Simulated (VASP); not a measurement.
# Y (Fd-3m) in VASP: notebook

Runs on Y. Level: PBEsol. Tasks: single point.

All numbers are computed with VASP 6.6.1; they aren't measurements. Logs are shortened: lines on timing, memory, paths and dates and some standing lists are left out, and cuts for length are marked.

## Step 1: The cell of the first run

It takes space group Fd-3m (No. 227, cubic). The conventional cell has a = 5.261 Å, b = 5.261 Å, c = 5.261 Å, α = 90.00°, β = 90.00°, γ = 90.00°. Within 3.0 Å of Y (site symmetry -43m) lie 4 Y at 2.28 Å.

This isn't the form of Y at room conditions, which is hcp.

## Step 2: Single point, PBEsol

INCAR

```
  ALGO = Normal
  EDIFF = 1E-6
  ENCUT = 500
  GGA = PS
  GGA_COMPAT = F
  ISIF = 2
  ISMEAR = -1
  LASPH = T
  LCHARG = F
  LREAL = F
  LWAVE = F
  NBANDS = 18
  NELM = 120
  PREC = Accurate
  SIGMA = 0.05
```

KPOINTS

```
k-points
0
Gamma
  11 11 11
```

POSCAR

```
Y
1.0
    0.0000000000      2.6302605670      2.6302605670
    2.6302605670      0.0000000000      2.6302605670
    2.6302605670      2.6302605670      0.0000000000
Y
2
Direct
    1.0000000000      1.0000000000      1.0000000000
    0.2500000000      0.2500000000      0.2500000000
```

Potentials or basis: VASP PAW PBE potentials, release 64 (Y_sv).

Launch:

```sh
> cat potpaw_PBE.64/Y_sv/POTCAR > POTCAR
> mpirun -np 1 vasp_std > vasp.out
```

OUTCAR:

```text
EDIFF = 1E-6
   ENCUT = 500
   GGA = PS
   ISIF = 2
   ISMEAR = -1
   LASPH = T
   LREAL = F
   NELM = 120
   PREC = Accurate

 ion  position               nearest neighbor table
   1  0.000  0.000  0.000-   2 2.28   2 2.28   2 2.28   2 2.28
   2  0.250  0.250  0.250-   1 2.28   1 2.28   1 2.28   1 2.28

  LATTYP: Found a face centered cubic cell.
 ALAT       =     5.2605211340

  Lattice vectors:

 A1 = (   0.0000000000,   2.6302605670,   2.6302605670)
 A2 = (   2.6302605670,   0.0000000000,   2.6302605670)
 A3 = (   2.6302605670,   2.6302605670,   0.0000000000)

Analysis of symmetry for initial positions (statically):
=====================================================================
 Subroutine PRICEL returns:
 Original cell was already a primitive cell.

 Routine SETGRP: Setting up the symmetry group for a
 face centered cubic supercell.

 Subroutine GETGRP returns: Found 48 space group operations
 (whereof 24 operations were pure point group operations)
 out of a pool of 48 trial point group operations.

The static configuration has the point symmetry T_d .
 The point group associated with its full space group is O_h .

Analysis of symmetry for dynamics (positions and initial velocities):
=====================================================================
 Subroutine PRICEL returns:
 Original cell was already a primitive cell.

 Routine SETGRP: Setting up the symmetry group for a
 face centered cubic supercell.

 Subroutine GETGRP returns: Found 48 space group operations
 (whereof 24 operations were pure point group operations)
 out of a pool of 48 trial point group operations.

The dynamic configuration has the point symmetry T_d .
 The point group associated with its full space group is O_h .

 Subroutine INISYM returns: Found 48 space group operations
 (whereof 24 operations are pure point group operations),
 and found     1 'primitive' translations

----------------------------------------------------------------------------------------

                                     Primitive cell

  volume of cell :      36.3937

  direct lattice vectors                    reciprocal lattice vectors
     0.000000000  2.630260567  2.630260567    -0.190095235  0.190095235  0.190095235
     2.630260567  0.000000000  2.630260567     0.190095235 -0.190095235  0.190095235
     2.630260567  2.630260567  0.000000000     0.190095235  0.190095235 -0.190095235

  length of vectors
     3.719750166  3.719750166  3.719750166     0.329254605  0.329254605  0.329254605

  position of ions in fractional coordinates (direct lattice)
     0.000000000  0.000000000  0.000000000
     0.250000000  0.250000000  0.250000000

  ion indices of the primitive-cell ions
   primitive index   ion index
                 1           1
                 2           2

----------------------------------------------------------------------------------------

 KPOINTS: k-points

Automatic generation of k-mesh.
 Grid dimensions read from file:
 generate k-points for:   11   11   11

 Generating k-lattice:

  Cartesian coordinates                     Fractional coordinates (reciprocal lattice)
    -0.017281385  0.017281385  0.017281385     0.090909091  0.000000000  0.000000000
     0.017281385 -0.017281385  0.017281385     0.000000000  0.090909091  0.000000000
     0.017281385  0.017281385 -0.017281385     0.000000000  0.000000000  0.090909091

  Length of vectors
     0.029932237  0.029932237  0.029932237

  Shift w.r.t. Gamma in fractional coordinates (k-lattice)
     0.000000000  0.000000000  0.000000000

 Subroutine IBZKPT returns following result:
 ===========================================

 Found     56 irreducible k-points:

 Following reciprocal coordinates:
            Coordinates               Weight
  0.000000  0.000000  0.000000      1.000000
  0.090909  0.000000  0.000000      8.000000
  0.181818  0.000000  0.000000      8.000000
  0.272727  0.000000  0.000000      8.000000
  0.363636  0.000000  0.000000      8.000000
  0.454545  0.000000  0.000000      8.000000
[... 16 lines left out ...]
 -0.272727  0.181818  0.000000     24.000000
 -0.181818  0.181818  0.000000     12.000000
 [... further k-points ...]
   k-points           NKPTS =     56   k-points in BZ     NKDIM =     56   number of bands    NBANDS=     18
   number of dos      NEDOS =    301   number of ions     NIONS =      2
   total plane-waves  NPLWV =  21952
   dimension x,y,z NGX =    28 NGY =   28 NGZ =   28
   dimension x,y,z NGXF=    56 NGYF=   56 NGZF=   56
   ions per type =               2
   NGX,Y,Z   is equivalent  to a cutoff of  12.51, 12.51, 12.51 a.u.
   NGXF,Y,Z  is equivalent  to a cutoff of  25.03, 25.03, 25.03 a.u.
 SYSTEM =  unknown system
   PREC   = accura    normal or accurate (medium, high low for compatibility)
   ISTART =      0    job   : 0-new  1-cont  2-samecut
   ICHARG =      2    charge: 1-file 2-atom 10-const
   ISPIN  =      1    spin polarized calculation?
   LNONCOLLINEAR =      F non collinear calculations
   LSORBIT =      F    spin-orbit coupling
   LASPH  =      T    aspherical Exc in radial PAW
   ENCUT  =  500.0 eV  36.75 Ry    6.06 a.u.   6.78  6.78  6.78*2*pi/ulx,y,z
   NELM   =    120;   NELMIN=  2; NELMDL= -5     # of ELM steps
   EDIFF  = 0.1E-05   stopping-criterion for ELM
   LREAL  =      F    real-space projection
   EDIFFG = 0.1E-04   stopping-criterion for IOM
   NSW    =      0    number of steps for IOM
   IBRION =     -1    ionic relax: 0-MD 1-quasi-New 2-CG
   NFREE  =      0    steps in history (QN), initial steepest desc. (CG)
   ISIF   =      2    stress and relaxation
   ISYM   =      2    0-nonsym 1-usesym 2-fastsym
   POTIM  = 0.5000    time-step for ionic-motion
   TEBEG  =    0.0;   TEEND  =   0.0 temperature during run
   PSTRESS=    0.0 pullay stress
   NELECT =      22.0000    total number of electrons
   NUPDOWN=      -1.0000    fix difference up-down
   EMIN   =  10.00;   EMAX   =-10.00  energy-range for DOS
   EFERMI =   0.00;   METHOD = LEGACY
   ISMEAR =    -1;   SIGMA  =   0.05  broadening in eV -4-tet -1-fermi 0-gaus
   EFERMI_NEDOS =   21; number of points for ismear=-14 and -15
   IALGO  =     38    algorithm
   IMIX   =      4    mixing-type and parameters
     AMIX     =   0.40;   BMIX     =  1.00
     AMIX_MAG =   1.60;   BMIX_MAG =  1.00
  volume/ion in A,a.u.               =      18.20       122.80
  Fermi-wavevector in a.u.,A,eV,Ry     =   1.384226  2.615808 26.069867  1.916081
  Thomas-Fermi vector in A             =   2.508750
   LORBIT       =      0    0 simple, 1 ext, 2 COOP (PROOUT), +10 PAW based schemes
   GGA     = PS    functional components
   LHFCALC =     F    Hartree Fock is set to
   AEXX    =    0.0000 exact exchange contribution
   IVDW    =     0    specifies the selected vdW correction
   LEPSILON=     F    determine dielectric tensor
   LRPA    =     F    only Hartree local field effects (RPA)
 non-spin polarized calculation
  energy-cutoff  :      500.00
  volume of cell :       36.39
 maximum number of plane-waves:       941
   NGX = 13   NGY = 13   NGZ = 13

 number of electron      22.0000001 magnetization

 Free energy of the ion-electron system (eV)
  ---------------------------------------------------
  ext. energy  EPLUGINS =         0.00000000
  ---------------------------------------------------
  free energy    TOTEN  =        -6.66255494 eV

  energy without entropy =       -6.65449072  energy(sigma->0) =       -6.65852283

 E-fermi :   6.4892     XC(G=0): -11.9234

 val. band max:        6.4753840863   @ k =   0.4545   0.3636   0.0909
 cond. band min:       6.5086732875   @ k =   0.4545   0.0909   0.0000
 fundamental gap:      0.0332892012
 Fermi energy:         6.4892046399

 k-point     1 :       0.0000    0.0000    0.0000
  band No.  band energies     occupation
      1     -38.0886      2.00000
      2     -34.1948      2.00000
      3     -18.4175      2.00000
      4     -18.4175      2.00000
      5     -18.4175      2.00000
      6     -14.8808      2.00000
[... 10 lines left out ...]
     17      11.9716      0.00000
     18      16.7377      0.00000

 k-point     2 :       0.0909    0.0000    0.0000
  band No.  band energies     occupation
      1     -38.0394      2.00000
      2     -34.2692      2.00000
      3     -18.4672      2.00000
      4     -18.4672      2.00000
      5     -18.4194      2.00000
      6     -14.8312      2.00000
[... 10 lines left out ...]
     17      11.7806      0.00000
     18      16.7760      0.00000

 k-point     3 :       0.1818    0.0000    0.0000
  band No.  band energies     occupation
      1     -37.8980      2.00000
      2     -34.4775      2.00000
      3     -18.5920      2.00000
      4     -18.5920      2.00000
      5     -18.4342      2.00000
      6     -14.6801      2.00000
[... 10 lines left out ...]
     17      11.4477      0.00000
     18      17.3282      0.00000

 k-point     4 :       0.2727    0.0000    0.0000
  band No.  band energies     occupation
      1     -37.6850      2.00000
      2     -34.7762      2.00000
      3     -18.7401      2.00000
      4     -18.7401      2.00000
      5     -18.4724      2.00000
      6     -14.4448      2.00000
[... 10 lines left out ...]
     17      11.7646      0.00000
     18      16.9421      0.00000

 k-point     5 :       0.3636    0.0000    0.0000
  band No.  band energies     occupation
      1     -37.4457      2.00000
      2     -35.0925      2.00000
      3     -18.8642      2.00000
      4     -18.8642      2.00000
      5     -18.5226      2.00000
      6     -14.2147      2.00000
[... 10 lines left out ...]
     17      12.8011      0.00000
     18      16.4462      0.00000

 k-point     6 :       0.4545    0.0000    0.0000
  band No.  band energies     occupation
      1     -37.2691      2.00000
      2     -35.3141      2.00000
      3     -18.9335      2.00000
      4     -18.9335      2.00000
      5     -18.5578      2.00000
      6     -14.1057      2.00000
[... 10 lines left out ...]
     17      13.8166      0.00000
     18      15.0751      0.00000

 k-point     7 :       0.0909    0.0909    0.0000
  band No.  band energies     occupation
      1     -38.0226      2.00000
      2     -34.2943      2.00000
      3     -18.5326      2.00000
      4     -18.5326      2.00000
      5     -18.3130      2.00000
      6     -14.9567      2.00000
[... 10 lines left out ...]
     17      11.6754      0.00000
     18      16.6351      0.00000

 k-point     8 :       0.1818    0.0909    0.0000
  band No.  band energies     occupation
      1     -37.9107      2.00000
      2     -34.4590      2.00000
      3     -18.6658      2.00000
      4     -18.6653      2.00000
      5     -18.2342      2.00000
      6     -14.9661      2.00000
[... 10 lines left out ...]
     17      11.3970      0.00000
     18      16.4516      0.00000
[... 229 lines left out ...]
     17      12.1743      0.00000
     18      14.2027      0.00000

 k-point    20 :       0.4545    0.1818    0.0000
  band No.  band energies     occupation
      1     -37.1941      2.00000
      2     -35.4043      2.00000
      3     -19.3601      2.00000
      4     -19.1194      2.00000
      5     -17.6993      2.00000
      6     -15.0503      2.00000
[... 10 lines left out ...]
     17      12.7939      0.00000
     18      14.5228      0.00000

 k-point    21 :      -0.4545    0.1818    0.0000
  band No.  band energies     occupation
      1     -37.0624      2.00000
      2     -35.5606      2.00000
      3     -19.4675      2.00000
      4     -19.0992      2.00000
      5     -17.7086      2.00000
      6     -14.9212      2.00000
[... 10 lines left out ...]
     17      12.4675      0.00000
     18      14.4925      0.00000

 k-point    22 :      -0.3636    0.1818    0.0000
  band No.  band energies     occupation
      1     -37.1433      2.00000
      2     -35.4652      2.00000
      3     -19.4700      2.00000
      4     -19.0108      2.00000
      5     -17.7763      2.00000
      6     -14.8418      2.00000
[... 10 lines left out ...]
     17      12.8294      0.00000
     18      13.1548      0.00000

 k-point    23 :      -0.2727    0.1818    0.0000
  band No.  band energies     occupation
      1     -37.3656      2.00000
      2     -35.1933      2.00000
      3     -19.3581      2.00000
      4     -18.8741      2.00000
      5     -17.9033      2.00000
      6     -14.8149      2.00000
[... 10 lines left out ...]
     17      11.5389      0.00000
     18      13.7636      0.00000

 k-point    24 :      -0.1818    0.1818    0.0000
  band No.  band energies     occupation
      1     -37.6039      2.00000
      2     -34.8851      2.00000
      3     -19.1431      2.00000
      4     -18.7256      2.00000
      5     -18.0845      2.00000
      6     -14.7986      2.00000
[... 10 lines left out ...]
     17      10.6046      0.00000
     18      14.8216      0.00000

 [... further k-points ...]

------------------------ aborting loop because EDIFF is reached ----------------------------------------

  FORCE on cell =-STRESS in cart. coord.  units (eV):
  Direction    XX          YY          ZZ          XY          YZ          ZX
  --------------------------------------------------------------------------------------
  -------------------------------------------------------------------------------------
  Total       13.6270069     13.6270069     13.6270069     -0.0000000      0.0000000      0.0000000
  in kB      599.9081202    599.9081202    599.9081202     -0.0000000      0.0000000      0.0000000
  external PRESSURE =     599.9081202 kB  Pullay stress =       0.0000000 kB

 VOLUME and BASIS-vectors are now :
 -----------------------------------------------------------------------------
  energy-cutoff  :      500.00
  volume of cell :       36.39
      direct lattice vectors                 reciprocal lattice vectors
     0.000000000  2.630260567  2.630260567    -0.190095235  0.190095235  0.190095235
     2.630260567  0.000000000  2.630260567     0.190095235 -0.190095235  0.190095235
     2.630260567  2.630260567  0.000000000     0.190095235  0.190095235 -0.190095235

 POSITION                                       TOTAL-FORCE (eV/Angst)
 -----------------------------------------------------------------------------------
      0.00000      0.00000      0.00000         0.000000      0.000000     -0.000000
      1.31513      1.31513      1.31513        -0.000000     -0.000000      0.000000
 -----------------------------------------------------------------------------------
    total drift:                                0.000000      0.000000      0.000000

  FREE ENERGIE OF THE ION-ELECTRON SYSTEM (eV)
  ---------------------------------------------------
  free  energy   TOTEN  =        -6.6625549403 eV

  energy  without entropy=       -6.6544907170  energy(sigma->0) =       -6.65852283
```

Wall time 31 s (1 thread of Intel Xeon Platinum 8488C (Sapphire Rapids), shared host); peak memory 0.18 GiB.

What came out:

```yaml
Free_energy: -6.6626 eV
Pressure: 60.0 GPa
Band_gap_on_the_k_mesh: zero (bands 11 and 12 overlap by 0.99 eV)
```

Caveat: the cell stands under pressure; the PAW data sets were made with another functional, which shifts forces and pressure a little.

## Step 3: Single point, PBEsol

This run uses another cell than the first one, of 19.74 Å³/atom.

INCAR

```
SYSTEM = Y
  ALGO = Normal
  EDIFF = 1E-6
  ENCUT = 500
  GGA = PS
  GGA_COMPAT = .FALSE.
  ISIF = 2
  ISMEAR = -1
  LASPH = .TRUE.
  LCHARG = .FALSE.
  LREAL = .FALSE.
  LWAVE = .FALSE.
  NBANDS = 18
  NELM = 120
  PREC = Accurate
  SIGMA = 0.05
```

KPOINTS

```
k-points
0
G
  11 11 11
  0 0 0
```

POSCAR

```
Y
1.0
    0.0000000000      2.7026239047      2.7026239047
    2.7026239047      0.0000000000      2.7026239047
    2.7026239047      2.7026239047      0.0000000000
Y
2
Direct
    1.0000000000      1.0000000000      1.0000000000
    0.2500000000      0.2500000000      0.2500000000
```

Potentials or basis: VASP PAW PBE potentials, release 64 (Y_sv).

Launch:

```sh
> cat potpaw_PBE.64/Y_sv/POTCAR > POTCAR
> mpirun -np 1 vasp_std > vasp.out
```

Wall time 38 s (1 thread of Intel Xeon Platinum 8488C (Sapphire Rapids), shared host); peak memory 0.18 GiB.

It converged, with:

```yaml
Free_energy: -7.6143 eV
Pressure: 40.1 GPa
Band_gap_on_the_k_mesh: zero (bands 11 and 12 overlap by 1.13 eV)
```

Levels at points of the mesh, in eV from the Fermi level:
| k point | band 8 | band 9 | band 10 | band 11 | band 12 | band 13 | band 14 | band 15 |
| --- | --- | --- | --- | --- | --- | --- | --- | --- |
| (0.00, 0.00, 0.00) | -21.52 | -4.47 | -1.76 | -1.76 | 1.02 | 1.02 | 1.02 | 4.82 |

Caveat: the cell stands under pressure; the PAW data sets were made with another functional, which shifts forces and pressure a little.

(Continued in part 2 of 2.)

The gap in the log of VASP goes by the Fermi energy; the results here count the filled bands.